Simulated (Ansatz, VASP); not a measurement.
# MoS2: VASP beside Ansatz

```
Mo S
1.0
     3.18507    0.00000    0.00000
    -1.59253    2.75835    0.00000
     0.00000    0.00000   14.51183
Mo S
2 4
Direct
  0.66667 0.33333 0.25000
  0.33333 0.66667 0.75000
  0.66667 0.33333 0.64233
  0.33333 0.66667 0.35767
  0.66667 0.33333 0.85767
  0.33333 0.66667 0.14233
```

Change from the starting cell: strain along c alone, the other axes held, atoms relaxed: -2.0 %.

Alike in both runs: functional PBE; k mesh 12 × 12 × 2; occupations gaussian, width 0.02 eV; no spin polarisation.

Ansatz relaxed the structure, and its values are those at the end. VASP's run is a single point on that final structure, the one shown.

```csv
,VASP,Ansatz
version,VASP 6.6.1,Ansatz 0.2.0
potentials or method,"VASP PAW PBE potentials, release 64 (Mo_sv, S), cutoff 520 eV","scalar-relativistic, plane waves, PAW"
valence electrons in the cell,52,52
```

Ansatz gave:

```
gap on the k mesh at the Fermi level (eV) : 1.41
least direct gap on the mesh (eV)         : 1.66
pressure (GPa)                            : 0.0
rms of the force components (eV/Å)        : 0.001
```

Q: What did VASP give for the same quantities?

A: gap on the k mesh at the Fermi level (eV): 1.43; least direct gap on the mesh (eV): 1.66; pressure (GPa): -0.1; rms of the force components (eV/Å): 0.004.

With one functional, cell and mesh, what is left measures potentials, basis and numerics. Ansatz's warnings: stress scf threshold loose.
